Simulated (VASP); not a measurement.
# AlCl2 (I4/mmm) in VASP: notebook

The runs below take AlCl2 through single point, with LDA.

Program: VASP 6.6.1. These are calculated values, not measurements. Logs are shortened: lines on timing, memory, paths and dates and some standing lists are left out, and cuts for length are marked.

### Step 1. The cell of the first run

It takes space group I4/mmm (No. 139, tetragonal). Conventional cell: a = 4.553 Å, b = 4.553 Å, c = 7.131 Å, α = 90.00°, β = 90.00°, γ = 90.00°. Within 2.3 Å of Al (site symmetry 4/mmm) lie 2 Cl at 1.71 Å. Within 2.3 Å of Cl (site symmetry 4mm) lie 1 Al at 1.71 Å.

### Step 2. Single point, LDA

File INCAR:

```
ALGO     = Normal         # electronic algorithm
EDIFF    = 1E-6           # SCF threshold, eV
ENCUT    = 520            # plane-wave cutoff, eV
GGA      = CA             # functional
ISIF     = 2              # what is computed and relaxed
ISMEAR   = 1              # smearing method
LASPH    = T              # aspherical terms in the spheres
LCHARG   = T              # write CHGCAR
LELF     = T              # ELF
LREAL    = F              # projectors in reciprocal space
LVHAR    = T            
LWAVE    = F              # write WAVECAR
NBANDS   = 16             # bands
NELM     = 100            # most SCF steps
PREC     = Accurate       # precision mode
SIGMA    = 0.1            # smearing width, eV
```

File KPOINTS:

```
k-points
0
Gamma
  7 7 7
```

File POSCAR:

```
AlCl2
1.0
   -2.2765565700      2.2765565700      3.5654746100
    2.2765565700     -2.2765565700      3.5654746100
    2.2765565700      2.2765565700     -3.5654746100
Al Cl
1 2
Direct
    0.5000000000      0.5000000000      0.0000000000
    0.7395361100      0.7395361100      0.0000000000
    0.2604638900      0.2604638900      0.0000000000
```

Potentials or basis: VASP PAW LDA potentials, release 64 (Al, Cl).

On the command line:

```console
> cat potpaw_LDA.64/Al/POTCAR potpaw_LDA.64/Cl/POTCAR > POTCAR
> mpirun -np 1 vasp_std > vasp.out
```

OUTCAR:

```text
EDIFF = 1E-6
   ENCUT = 520
   GGA = CA
   ISIF = 2
   ISMEAR = 1
   LASPH = T
   LREAL = F
   NELM = 100
   PREC = Accurate

 ion  position               nearest neighbor table
   1  0.500  0.500  0.000-   2 1.71   3 1.71
   2  0.740  0.740  0.000-   1 1.71
   3  0.260  0.260  0.000-   1 1.71

  LATTYP: Found a body centered tetragonal cell.
 ALAT       =     4.5531131400
 C/A-ratio  =     1.5661700030

  Lattice vectors:

 A1 = (  -2.2765565700,   2.2765565700,   3.5654746100)
 A2 = (   2.2765565700,  -2.2765565700,   3.5654746100)
 A3 = (   2.2765565700,   2.2765565700,  -3.5654746100)

Analysis of symmetry for initial positions (statically):
=====================================================================
 Subroutine PRICEL returns:
 Original cell was already a primitive cell.

 Routine SETGRP: Setting up the symmetry group for a
 body centered tetragonal supercell.

 Subroutine GETGRP returns: Found 16 space group operations
 (whereof 16 operations were pure point group operations)
 out of a pool of 16 trial point group operations.

The static configuration has the point symmetry D_4h.

Analysis of symmetry for dynamics (positions and initial velocities):
=====================================================================
 Subroutine PRICEL returns:
 Original cell was already a primitive cell.

 Routine SETGRP: Setting up the symmetry group for a
 body centered tetragonal supercell.

 Subroutine GETGRP returns: Found 16 space group operations
 (whereof 16 operations were pure point group operations)
 out of a pool of 16 trial point group operations.

The dynamic configuration has the point symmetry D_4h.

 Subroutine INISYM returns: Found 16 space group operations
 (whereof 16 operations are pure point group operations),
 and found     1 'primitive' translations

----------------------------------------------------------------------------------------

                                     Primitive cell

  volume of cell :      73.9153

  direct lattice vectors                    reciprocal lattice vectors
    -2.276556570  2.276556570  3.565474610     0.000000000  0.219629948  0.140233785
     2.276556570 -2.276556570  3.565474610     0.219629948  0.000000000  0.140233785
     2.276556570  2.276556570 -3.565474610     0.219629948  0.219629948  0.000000000

  length of vectors
     4.803959703  4.803959703  4.803959703     0.260581711  0.260581711  0.310603650

  position of ions in fractional coordinates (direct lattice)
     0.500000000  0.500000000  0.000000000
     0.739536110  0.739536110  0.000000000
     0.260463890  0.260463890  0.000000000

  ion indices of the primitive-cell ions
   primitive index   ion index
                 1           1
                 2           2
                 3           3

----------------------------------------------------------------------------------------

 KPOINTS: k-points

Automatic generation of k-mesh.
 Grid dimensions read from file:
 generate k-points for:    7    7    7

 Generating k-lattice:

  Cartesian coordinates                     Fractional coordinates (reciprocal lattice)
     0.000000000  0.031375707  0.020033398     0.142857143 -0.000000000  0.000000000
     0.031375707  0.000000000  0.020033398    -0.000000000  0.142857143  0.000000000
     0.031375707  0.031375707  0.000000000     0.000000000  0.000000000  0.142857143

  Length of vectors
     0.037225959  0.037225959  0.044371950

  Shift w.r.t. Gamma in fractional coordinates (k-lattice)
     0.000000000  0.000000000  0.000000000

 Subroutine IBZKPT returns following result:
 ===========================================

 Found     40 irreducible k-points:

 Following reciprocal coordinates:
            Coordinates               Weight
  0.000000  0.000000  0.000000      1.000000
  0.142857 -0.000000  0.000000      8.000000
  0.285714  0.000000  0.000000      8.000000
  0.428571 -0.000000  0.000000      8.000000
  0.142857  0.142857  0.000000      8.000000
  0.285714  0.142857  0.000000     16.000000
[... 16 lines left out ...]
 -0.142857  0.285714  0.142857      8.000000
 -0.428571  0.428571  0.142857      8.000000
 [... further k-points ...]
   k-points           NKPTS =     40   k-points in BZ     NKDIM =     40   number of bands    NBANDS=     16
   number of dos      NEDOS =    301   number of ions     NIONS =      3
   total plane-waves  NPLWV =  46656
   dimension x,y,z NGX =    36 NGY =   36 NGZ =   36
   dimension x,y,z NGXF=    72 NGYF=   72 NGZF=   72
   ions per type =               1   2
   NGX,Y,Z   is equivalent  to a cutoff of  12.46, 12.46, 12.46 a.u.
   NGXF,Y,Z  is equivalent  to a cutoff of  24.92, 24.92, 24.92 a.u.
 SYSTEM =  unknown system
   PREC   = accura    normal or accurate (medium, high low for compatibility)
   ISTART =      0    job   : 0-new  1-cont  2-samecut
   ICHARG =      2    charge: 1-file 2-atom 10-const
   ISPIN  =      1    spin polarized calculation?
   LNONCOLLINEAR =      F non collinear calculations
   LSORBIT =      F    spin-orbit coupling
   LASPH  =      T    aspherical Exc in radial PAW
   ENCUT  =  520.0 eV  38.22 Ry    6.18 a.u.   8.93  8.93  8.93*2*pi/ulx,y,z
   NELM   =    100;   NELMIN=  2; NELMDL= -5     # of ELM steps
   EDIFF  = 0.1E-05   stopping-criterion for ELM
   LREAL  =      F    real-space projection
   EDIFFG = 0.1E-04   stopping-criterion for IOM
   NSW    =      0    number of steps for IOM
   IBRION =     -1    ionic relax: 0-MD 1-quasi-New 2-CG
   NFREE  =      0    steps in history (QN), initial steepest desc. (CG)
   ISIF   =      2    stress and relaxation
   ISYM   =      2    0-nonsym 1-usesym 2-fastsym
   POTIM  = 0.5000    time-step for ionic-motion
   TEBEG  =    0.0;   TEEND  =   0.0 temperature during run
   PSTRESS=    0.0 pullay stress
   NELECT =      17.0000    total number of electrons
   NUPDOWN=      -1.0000    fix difference up-down
   EMIN   =  10.00;   EMAX   =-10.00  energy-range for DOS
   EFERMI =   0.00;   METHOD = LEGACY
   ISMEAR =     1;   SIGMA  =   0.10  broadening in eV -4-tet -1-fermi 0-gaus
   EFERMI_NEDOS =   21; number of points for ismear=-14 and -15
   IALGO  =     38    algorithm
   IMIX   =      4    mixing-type and parameters
     AMIX     =   0.40;   BMIX     =  1.00
     AMIX_MAG =   1.60;   BMIX_MAG =  1.00
  volume/ion in A,a.u.               =      24.64       166.27
  Fermi-wavevector in a.u.,A,eV,Ry     =   1.003028  1.895448 13.688348  1.006065
  Thomas-Fermi vector in A             =   2.135553
   LORBIT       =      0    0 simple, 1 ext, 2 COOP (PROOUT), +10 PAW based schemes
   GGA     = CA    functional components
   LHFCALC =     F    Hartree Fock is set to
   AEXX    =    0.0000 exact exchange contribution
   IVDW    =     0    specifies the selected vdW correction
   LEPSILON=     F    determine dielectric tensor
   LRPA    =     F    only Hartree local field effects (RPA)
 non-spin polarized calculation
 Methfessel and Paxton  Order N= 1 SIGMA  =   0.10
  energy-cutoff  :      520.00
  volume of cell :       73.92
 maximum number of plane-waves:      2012
   NGX = 17   NGY = 17   NGZ = 17

 number of electron      17.0000000 magnetization

 Free energy of the ion-electron system (eV)
  ---------------------------------------------------
  ext. energy  EPLUGINS =         0.00000000
  ---------------------------------------------------
  free energy    TOTEN  =        -5.35492241 eV

  energy without entropy =       -5.35368110  energy(sigma->0) =       -5.35450864

 E-fermi :   4.9277     XC(G=0):  -8.6659

 val. band max:        4.9161660187   @ k =   0.1429   0.1429   0.1429
 cond. band min:       4.9769165723   @ k =  -0.2857   0.4286   0.1429
 fundamental gap:      0.0607505536
 Fermi energy:         4.9276703278

 k-point     1 :       0.0000    0.0000    0.0000
  band No.  band energies     occupation
      1     -14.8849      2.00000
      2     -13.4881      2.00000
      3      -3.7266      2.00000
      4      -2.6838      2.00000
      5      -2.5078      2.00000
      6      -2.5078      2.00000
[... 8 lines left out ...]
     15       9.5292      0.00000
     16      14.1937      0.00000

 k-point     2 :       0.1429   -0.0000    0.0000
  band No.  band energies     occupation
      1     -14.8254      2.00000
      2     -13.5495      2.00000
      3      -3.7543      2.00000
      4      -2.8069      2.00000
      5      -2.4612      2.00000
      6      -2.4373      2.00000
[... 8 lines left out ...]
     15      10.4383      0.00000
     16      13.2443      0.00000

 k-point     3 :       0.2857    0.0000    0.0000
  band No.  band energies     occupation
      1     -14.6639      2.00000
      2     -13.7152      2.00000
      3      -3.8120      2.00000
      4      -3.0364      2.00000
      5      -2.3189      2.00000
      6      -2.3019      2.00000
[... 8 lines left out ...]
     15      11.7807      0.00000
     16      12.3783      0.00000

 k-point     4 :       0.4286   -0.0000    0.0000
  band No.  band energies     occupation
      1     -14.4714      2.00000
      2     -13.9110      2.00000
      3      -3.8520      2.00000
      4      -3.2146      2.00000
      5      -2.1016      2.00000
      6      -2.0994      2.00000
[... 8 lines left out ...]
     15      11.6148      0.00000
     16      12.0832      0.00000
[... 324 lines left out ...]
 k-point    22 :      -0.2857    0.2857    0.1429
  band No.  band energies     occupation
      1     -14.5496      2.00000
      2     -13.8142      2.00000
      3      -4.2086      2.00000
      4      -2.6725      2.00000
      5      -2.6522      2.00000
      6      -2.3175      2.00000
[... 8 lines left out ...]
     15      11.6117      0.00000
     16      12.1969      0.00000

 k-point    23 :      -0.1429    0.2857    0.1429
  band No.  band energies     occupation
      1     -14.5519      2.00000
      2     -13.8242      2.00000
      3      -4.1565      2.00000
      4      -2.7251      2.00000
      5      -2.0435      2.00000
      6      -1.9276      2.00000
[... 8 lines left out ...]
     15      11.9980      0.00000
     16      12.3472      0.00000

 k-point    24 :      -0.4286    0.4286    0.1429
  band No.  band energies     occupation
      1     -14.3943      2.00000
      2     -13.9421      2.00000
      3      -4.3466      2.00000
      4      -3.4945      2.00000
      5      -2.7118      2.00000
      6      -2.2953      2.00000
[... 8 lines left out ...]
     15      11.2917      0.00000
     16      11.7801      0.00000

 [... further k-points ...]

------------------------ aborting loop because EDIFF is reached ----------------------------------------

  FORCE on cell =-STRESS in cart. coord.  units (eV):
  Direction    XX          YY          ZZ          XY          YZ          ZX
  --------------------------------------------------------------------------------------
  -------------------------------------------------------------------------------------
  Total        0.7895750      0.7895750     49.3637174      0.0000000      0.0000000      0.0000000
  in kB       17.1147170     17.1147170   1070.0010588      0.0000000      0.0000000      0.0000000
  external PRESSURE =     368.0768309 kB  Pullay stress =       0.0000000 kB

 VOLUME and BASIS-vectors are now :
 -----------------------------------------------------------------------------
  energy-cutoff  :      520.00
  volume of cell :       73.92
      direct lattice vectors                 reciprocal lattice vectors
    -2.276556570  2.276556570  3.565474610     0.000000000  0.219629948  0.140233785
     2.276556570 -2.276556570  3.565474610     0.219629948  0.000000000  0.140233785
     2.276556570  2.276556570 -3.565474610     0.219629948  0.219629948  0.000000000

 POSITION                                       TOTAL-FORCE (eV/Angst)
 -----------------------------------------------------------------------------------
      0.00000      0.00000      3.56547        -0.000000     -0.000000      0.000000
      0.00000      0.00000      5.27359         0.000000      0.000000     14.593188
      0.00000      0.00000      1.85735         0.000000      0.000000    -14.593188
 -----------------------------------------------------------------------------------
    total drift:                                0.000000      0.000000     -0.000000

  FREE ENERGIE OF THE ION-ELECTRON SYSTEM (eV)
  ---------------------------------------------------
  free  energy   TOTEN  =        -5.3549224124 eV

  energy  without entropy=       -5.3536811004  energy(sigma->0) =       -5.35450864
```

It took 30 s on 1 thread of AMD EPYC 9R45 (Zen 5), shared host; peak memory 0.15 GiB.

What came out:

```
Free energy            : -5.3549 eV
Pressure               : 36.8 GPa
Largest force          : 14.593 eV/Å
Band gap on the k mesh : zero (an odd number of electrons rules out a gap without spin polarisation)
```

Forces in eV/Å, atoms in the order of the input:
```
Al    0.000   0.000   0.000
Cl    0.000   0.000  14.593
Cl    0.000   0.000 -14.593
```

Levels at points of the mesh, in eV from the Fermi level:
```tsv
k point	band 5	band 6	band 7	band 8	band 9	band 10	band 11	band 12	band 13	band 14
(0.00, 0.00, 0.00)	-7.44	-7.44	-5.83	-5.83	-1.85	0.92	0.92	3.65	4.39	4.54
```

Caveat: the cell stands under pressure; an odd number of electrons without spin polarisation forces a metal; a magnetic or distorted state may lie lower.

### Step 3. Single point, LDA

File INCAR:

```
SYSTEM = AlCl2
PREC = Accurate
ENCUT = 520
EDIFF = 1E-6
ISMEAR = 1
SIGMA = 0.1
LREAL = .False.
LASPH = .True.
NELM = 80
ALGO = Normal
ISIF = 2
LWAVE = .False.
LCHARG = .True.
LELF = .True.
LVHAR = .True.
NBANDS = 16
```

File KPOINTS:

```
Automatic mesh
0
Gamma
  9 9 9
  0 0 0
```

POSCAR is that of step 2.

Potentials or basis: VASP PAW LDA potentials, release 64 (Al, Cl).

On the command line:

```console
> cat potpaw_LDA.64/Al/POTCAR potpaw_LDA.64/Cl/POTCAR > POTCAR
> mpirun -np 1 vasp_std > vasp.out
```

Wall time 49 s (1 thread of AMD EPYC 9R45 (Zen 5), shared host); peak memory 0.18 GiB.

The run converged. Its results:

```yaml
Free_energy: -5.3596 eV
Pressure: 36.7 GPa
Largest_force: 14.639 eV/Å
Band_gap_on_the_k_mesh: zero (an odd number of electrons rules out a gap without spin polarisation)
```

Forces in eV/Å, atoms in the order of the input:
```
Al    0.000   0.000   0.000
Cl    0.000   0.000  14.639
Cl    0.000   0.000 -14.639
```

Stress tensor (GPa, compression positive):
```
  1.60   0.00   0.00
  0.00   1.60   0.00
  0.00   0.00 106.76
```

Levels at points of the mesh, in eV from the Fermi level:
| k point | band 7 | band 8 | band 9 | band 10 | band 11 | band 12 |
| --- | --- | --- | --- | --- | --- | --- |
| (0.00, 0.00, 0.00) | -5.83 | -5.83 | -1.85 | 0.92 | 0.92 | 3.65 |

Caveat: the cell stands under pressure; an odd number of electrons without spin polarisation forces a metal; a magnetic or distorted state may lie lower.
